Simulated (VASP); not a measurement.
# K2SnBr4 (P4/mmm) in VASP: single point with PBEsol

Aim: the single point of K2SnBr4 with PBEsol.

Program: VASP 6.6.1. These are calculated values, not measurements. Logs are shortened: lines on timing, memory, paths and dates and some standing lists are left out, and cuts for length are marked.

## (1) The cell of the first run

It takes space group P4/mmm (No. 123, tetragonal). Conventional cell: a = 7.861 Å, b = 7.861 Å, c = 3.983 Å, α = 90.00°, β = 90.00°, γ = 90.00°. Within 4.5 Å of K (site symmetry mmm) lie 8 Br at 3.42 Å and 2 K at 3.98 Å and 4 Sn at 4.41 Å. Sn (site symmetry 4/mmm) has 4 Br at 2.80 Å within 3.7 Å. Br (site symmetry m2m) has 1 Sn at 2.80 Å and 4 K at 3.42 Å within 3.7 Å.

## (2) Single point, PBEsol

INCAR

```
  PREC = Accurate
  ENCUT = 520
  EDIFF = 1E-6
  ISMEAR = -1
  SIGMA = 0.03
  LREAL = False
  LASPH = True
  NELM = 80
  ALGO = Normal
  ISIF = 2
  LWAVE = False
  LCHARG = False
  GGA = PS
  NBANDS = 39
```

KPOINTS

```
Automatic mesh
0
Gamma
  4 4 6
```

POSCAR

```
K2SnBr4
1.0
    7.8606614497      0.0000000000      0.0000000000
    0.0000000000      7.8606614497      0.0000000000
    0.0000000000      0.0000000000      3.9828261308
K Sn Br
2 1 4
Direct
    0.5000000000      0.0000000000      0.5000000000
    0.0000000000      0.5000000000      0.5000000000
    0.0000000000      0.0000000000      0.0000000000
    0.2520268527      0.7479731473      0.0000000000
    0.2520268527      0.2520268527      0.0000000000
    0.7479731473      0.7479731473      0.0000000000
    0.7479731473      0.2520268527      0.0000000000
```

Potentials or basis: VASP PAW PBE potentials, release 64 (K_sv, Sn_d, Br).

Launch:

```console
$ cat potpaw_PBE.64/K_sv/POTCAR potpaw_PBE.64/Sn_d/POTCAR potpaw_PBE.64/Br/POTCAR > POTCAR
$ mpirun -np 1 vasp_std > vasp.out
```

OUTCAR:

```text
PREC = Accurate
   ENCUT = 520
   EDIFF = 1E-6
   ISMEAR = -1
   LREAL = False
   LASPH = True
   NELM = 80
   ISIF = 2
   GGA = PS

 ion  position               nearest neighbor table
   1  0.500  0.000  0.500-
   2  0.000  0.500  0.500-
   3  0.000  0.000  0.000-   4 2.80   5 2.80   6 2.80   7 2.80
   4  0.252  0.748  0.000-   3 2.80
   5  0.252  0.252  0.000-   3 2.80
   6  0.748  0.748  0.000-   3 2.80
   7  0.748  0.252  0.000-   3 2.80

  LATTYP: Found a simple tetragonal cell.
 ALAT       =     7.8606614497
 C/A-ratio  =     0.5066782428

  Lattice vectors:

 A1 = (   7.8606614497,   0.0000000000,   0.0000000000)
 A2 = (   0.0000000000,   7.8606614497,   0.0000000000)
 A3 = (   0.0000000000,   0.0000000000,   3.9828261308)

Analysis of symmetry for initial positions (statically):
=====================================================================
 Subroutine PRICEL returns:
 Original cell was already a primitive cell.

 Routine SETGRP: Setting up the symmetry group for a
 simple tetragonal supercell.

 Subroutine GETGRP returns: Found 16 space group operations
 (whereof 16 operations were pure point group operations)
 out of a pool of 16 trial point group operations.

The static configuration has the point symmetry D_4h.

Analysis of symmetry for dynamics (positions and initial velocities):
=====================================================================
 Subroutine PRICEL returns:
 Original cell was already a primitive cell.

 Routine SETGRP: Setting up the symmetry group for a
 simple tetragonal supercell.

 Subroutine GETGRP returns: Found 16 space group operations
 (whereof 16 operations were pure point group operations)
 out of a pool of 16 trial point group operations.

The dynamic configuration has the point symmetry D_4h.

 Subroutine INISYM returns: Found 16 space group operations
 (whereof 16 operations are pure point group operations),
 and found     1 'primitive' translations

----------------------------------------------------------------------------------------

                                     Primitive cell

  volume of cell :     246.0988

  direct lattice vectors                    reciprocal lattice vectors
     7.860661450  0.000000000  0.000000000     0.127215757  0.000000000  0.000000000
     0.000000000  7.860661450  0.000000000     0.000000000  0.127215757  0.000000000
     0.000000000  0.000000000  3.982826131     0.000000000  0.000000000  0.251077995

  length of vectors
     7.860661450  7.860661450  3.982826131     0.127215757  0.127215757  0.251077995

  position of ions in fractional coordinates (direct lattice)
     0.500000000  0.000000000  0.500000000
     0.000000000  0.500000000  0.500000000
     0.000000000  0.000000000  0.000000000
     0.252026853  0.747973147  0.000000000
     0.252026853  0.252026853  0.000000000
     0.747973147  0.747973147  0.000000000
     0.747973147  0.252026853  0.000000000

  ion indices of the primitive-cell ions
   primitive index   ion index
                 1           1
                 2           2
                 3           3
                 4           4
                 5           5
                 6           6
                 7           7

----------------------------------------------------------------------------------------

 KPOINTS: Automatic mesh

Automatic generation of k-mesh.
 Grid dimensions read from file:
 generate k-points for:    4    4    6

 Generating k-lattice:

  Cartesian coordinates                     Fractional coordinates (reciprocal lattice)
     0.031803939  0.000000000  0.000000000     0.250000000  0.000000000  0.000000000
     0.000000000  0.031803939  0.000000000     0.000000000  0.250000000  0.000000000
     0.000000000  0.000000000  0.041846333     0.000000000  0.000000000  0.166666667

  Length of vectors
     0.031803939  0.031803939  0.041846333

  Shift w.r.t. Gamma in fractional coordinates (k-lattice)
     0.000000000  0.000000000  0.000000000

 Subroutine IBZKPT returns following result:
 ===========================================

 Found     24 irreducible k-points:

 Following reciprocal coordinates:
            Coordinates               Weight
  0.000000  0.000000  0.000000      1.000000
  0.250000  0.000000  0.000000      4.000000
  0.500000  0.000000  0.000000      2.000000
  0.250000  0.250000  0.000000      4.000000
  0.500000  0.250000  0.000000      4.000000
  0.500000  0.500000  0.000000      1.000000
[... 16 lines left out ...]
  0.500000  0.250000  0.500000      4.000000
  0.500000  0.500000  0.500000      1.000000
   k-points           NKPTS =     24   k-points in BZ     NKDIM =     24   number of bands    NBANDS=     39
   number of dos      NEDOS =    301   number of ions     NIONS =      7
   total plane-waves  NPLWV = 108000
   dimension x,y,z NGX =    60 NGY =   60 NGZ =   30
   dimension x,y,z NGXF=   120 NGYF=  120 NGZF=   60
   ions per type =               2   1   4
   NGX,Y,Z   is equivalent  to a cutoff of  12.69, 12.69, 12.52 a.u.
   NGXF,Y,Z  is equivalent  to a cutoff of  25.38, 25.38, 25.04 a.u.
 SYSTEM =  unknown system
   PREC   = accura    normal or accurate (medium, high low for compatibility)
   ISTART =      0    job   : 0-new  1-cont  2-samecut
   ICHARG =      2    charge: 1-file 2-atom 10-const
   ISPIN  =      1    spin polarized calculation?
   LNONCOLLINEAR =      F non collinear calculations
   LSORBIT =      F    spin-orbit coupling
   LASPH  =      T    aspherical Exc in radial PAW
   ENCUT  =  520.0 eV  38.22 Ry    6.18 a.u.  14.62 14.62  7.41*2*pi/ulx,y,z
   NELM   =     80;   NELMIN=  2; NELMDL= -5     # of ELM steps
   EDIFF  = 0.1E-05   stopping-criterion for ELM
   LREAL  =      F    real-space projection
   EDIFFG = 0.1E-04   stopping-criterion for IOM
   NSW    =      0    number of steps for IOM
   IBRION =     -1    ionic relax: 0-MD 1-quasi-New 2-CG
   NFREE  =      0    steps in history (QN), initial steepest desc. (CG)
   ISIF   =      2    stress and relaxation
   ISYM   =      2    0-nonsym 1-usesym 2-fastsym
   POTIM  = 0.5000    time-step for ionic-motion
   TEBEG  =    0.0;   TEEND  =   0.0 temperature during run
   PSTRESS=    0.0 pullay stress
   NELECT =      60.0000    total number of electrons
   NUPDOWN=      -1.0000    fix difference up-down
   EMIN   =  10.00;   EMAX   =-10.00  energy-range for DOS
   EFERMI =   0.00;   METHOD = LEGACY
   ISMEAR =    -1;   SIGMA  =   0.03  broadening in eV -4-tet -1-fermi 0-gaus
   EFERMI_NEDOS =   21; number of points for ismear=-14 and -15
   IALGO  =     38    algorithm
   IMIX   =      4    mixing-type and parameters
     AMIX     =   0.40;   BMIX     =  1.00
     AMIX_MAG =   1.60;   BMIX_MAG =  1.00
  volume/ion in A,a.u.               =      35.16       237.25
  Fermi-wavevector in a.u.,A,eV,Ry     =   1.022717  1.932655 14.231010  1.045950
  Thomas-Fermi vector in A             =   2.156411
   LORBIT       =      0    0 simple, 1 ext, 2 COOP (PROOUT), +10 PAW based schemes
   GGA     = PS    functional components
   LHFCALC =     F    Hartree Fock is set to
   AEXX    =    0.0000 exact exchange contribution
   IVDW    =     0    specifies the selected vdW correction
   LEPSILON=     F    determine dielectric tensor
   LRPA    =     F    only Hartree local field effects (RPA)
 non-spin polarized calculation
  energy-cutoff  :      520.00
  volume of cell :      246.10
 maximum number of plane-waves:      6696
 NGX is ok and might be reduce to    60
   NGX = 29   NGY = 29   NGZ = 15

 number of electron      59.9999987 magnetization

 Free energy of the ion-electron system (eV)
  ---------------------------------------------------
  ext. energy  EPLUGINS =         0.00000000
  ---------------------------------------------------
  free energy    TOTEN  =       -22.21464825 eV

  energy without entropy =      -22.20579517  energy(sigma->0) =      -22.21022171

 E-fermi :   0.5363     XC(G=0):  -7.8528

 val. band max:        0.5344695229   @ k =   0.5000   0.0000   0.5000
 cond. band min:       0.5754220652   @ k =   0.5000   0.5000   0.3333
 fundamental gap:      0.0409525423
 Fermi energy:         0.5362709869

 k-point     1 :       0.0000    0.0000    0.0000
  band No.  band energies     occupation
      1     -28.7171      2.00000
      2     -28.7166      2.00000
      3     -20.6531      2.00000
      4     -20.6008      2.00000
      5     -20.6008      2.00000
      6     -20.5774      2.00000
[... 31 lines left out ...]
     38       6.9717      0.00000
     39       7.0379      0.00000

 k-point     2 :       0.2500    0.0000    0.0000
  band No.  band energies     occupation
      1     -28.7171      2.00000
      2     -28.7166      2.00000
      3     -20.6531      2.00000
      4     -20.6008      2.00000
      5     -20.6008      2.00000
      6     -20.5774      2.00000
[... 31 lines left out ...]
     38       6.7177      0.00000
     39       6.9598      0.00000

 k-point     3 :       0.5000    0.0000    0.0000
  band No.  band energies     occupation
      1     -28.7169      2.00000
      2     -28.7169      2.00000
      3     -20.6531      2.00000
      4     -20.6008      2.00000
      5     -20.6008      2.00000
      6     -20.5774      2.00000
[... 31 lines left out ...]
     38       6.7455      0.00000
     39       6.9819      0.00000

 k-point     4 :       0.2500    0.2500    0.0000
  band No.  band energies     occupation
      1     -28.7170      2.00000
      2     -28.7167      2.00000
      3     -20.6531      2.00000
      4     -20.6008      2.00000
      5     -20.6008      2.00000
      6     -20.5774      2.00000
[... 31 lines left out ...]
     38       6.7467      0.00000
     39       6.7612      0.00000
[... 754 lines left out ...]
     38       6.9565      0.00000
     39       7.0523      0.00000

 k-point    23 :       0.5000    0.2500    0.5000
  band No.  band energies     occupation
      1     -28.7045      2.00000
      2     -28.7045      2.00000
      3     -20.6273      2.00000
      4     -20.6080      2.00000
      5     -20.6080      2.00000
      6     -20.5764      2.00000
[... 31 lines left out ...]
     38       6.8302      0.00000
     39       7.0756      0.00000

 k-point    24 :       0.5000    0.5000    0.5000
  band No.  band energies     occupation
      1     -28.7045      2.00000
      2     -28.7045      2.00000
      3     -20.6273      2.00000
      4     -20.6080      2.00000
      5     -20.6080      2.00000
      6     -20.5765      2.00000
[... 31 lines left out ...]
     38       7.0761      0.00000
     39       7.1248      0.00000

------------------------ aborting loop because EDIFF is reached ----------------------------------------

  FORCE on cell =-STRESS in cart. coord.  units (eV):
  Direction    XX          YY          ZZ          XY          YZ          ZX
  --------------------------------------------------------------------------------------
  -------------------------------------------------------------------------------------
  Total        0.0306799      0.0306799     -0.0284600      0.0000000     -0.0000000      0.0000000
  in kB        0.1997355      0.1997355     -0.1852831      0.0000000     -0.0000000      0.0000000
  external PRESSURE =       0.0713960 kB  Pullay stress =       0.0000000 kB

 VOLUME and BASIS-vectors are now :
 -----------------------------------------------------------------------------
  energy-cutoff  :      520.00
  volume of cell :      246.10
      direct lattice vectors                 reciprocal lattice vectors
     7.860661450  0.000000000  0.000000000     0.127215757  0.000000000  0.000000000
     0.000000000  7.860661450  0.000000000     0.000000000  0.127215757  0.000000000
     0.000000000  0.000000000  3.982826131     0.000000000  0.000000000  0.251077995

 POSITION                                       TOTAL-FORCE (eV/Angst)
 -----------------------------------------------------------------------------------
      3.93033      0.00000      1.99141         0.000000      0.000000      0.000000
      0.00000      3.93033      1.99141         0.000000      0.000000      0.000000
      0.00000      0.00000      0.00000         0.000000      0.000000      0.000000
      1.98110      5.87956      0.00000         0.010745     -0.010745      0.000000
      1.98110      1.98110      0.00000         0.010745      0.010745     -0.000000
      5.87956      5.87956      0.00000        -0.010745     -0.010745      0.000000
      5.87956      1.98110      0.00000        -0.010745      0.010745     -0.000000
 -----------------------------------------------------------------------------------
    total drift:                                0.000000      0.000000      0.000000

  FREE ENERGIE OF THE ION-ELECTRON SYSTEM (eV)
  ---------------------------------------------------
  free  energy   TOTEN  =       -22.2146482496 eV

  energy  without entropy=      -22.2057951693  energy(sigma->0) =      -22.21022171
```

It took 3.7 min on 1 thread of Intel Xeon Platinum 8259CL at 2.50GHz (Skylake/Cascade Lake), shared host; peak memory 0.45 GiB.

What came out:

| Item | Value |
| --- | --- |
| Free energy | -22.2146 eV |
| Pressure | 0.0 GPa |
| Largest force | 0.015 eV/Å |
| Band gap on the k mesh | zero (bands 30 and 31 overlap by 0.21 eV) |

Forces in eV/Å, atoms in the order of the input:
```
K    0.000  0.000  0.000
K    0.000  0.000  0.000
Sn   0.000  0.000  0.000
Br   0.011 -0.011  0.000
Br   0.011  0.011  0.000
Br  -0.011 -0.011  0.000
Br  -0.011  0.011  0.000
```

Caveat: the PAW data sets were made with another functional, which shifts forces and pressure a little; spin-orbit coupling is left out, which moves the levels of the heavy elements.
